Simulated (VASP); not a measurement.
H18C11S5O5, 39 atoms in the cell. The cell holds a disordered packing, 39 atoms: a = 8.841 Å, b = 8.841 Å, c = 8.841 Å, α = 90.00°, β = 90.00°, γ = 90.00°. 

* Program: VASP 6.6.1
* Task: single point
* Functional: PBE
* Potentials or basis: VASP PAW PBE potentials, release 64 (C, H, O, S)
* Cutoff: 520 eV
* k mesh: 1 × 1 × 1
* Occupations: fermi-dirac, width 0.02 eV
* Spin: no spin polarisation
* Dipole correction: no
* Further INCAR settings: LREAL = Auto; ALGO = Normal; EDIFF = 1e-06; NBANDS = 86

Potentials or basis: VASP PAW PBE potentials, release 64 (C, H, O, S).

Command:

```bash
$ cat potpaw_PBE.64/C/POTCAR potpaw_PBE.64/H/POTCAR potpaw_PBE.64/O/POTCAR potpaw_PBE.64/S/POTCAR > POTCAR
$ mpirun -np 1 vasp_gam > vasp.out
```

Hardware: 1 thread of Intel(R) Xeon(R) Platinum 8375C CPU @ 2.90GHz (Ice Lake) (shared host).

Q: How long does it take, and how much memory?

A: It took 110 s on 1 thread of Intel(R) Xeon(R) Platinum 8375C CPU @ 2.90GHz (Ice Lake), on a shared host, peak memory 0.71 GiB. Counts: scf iterations 19, k points 1.
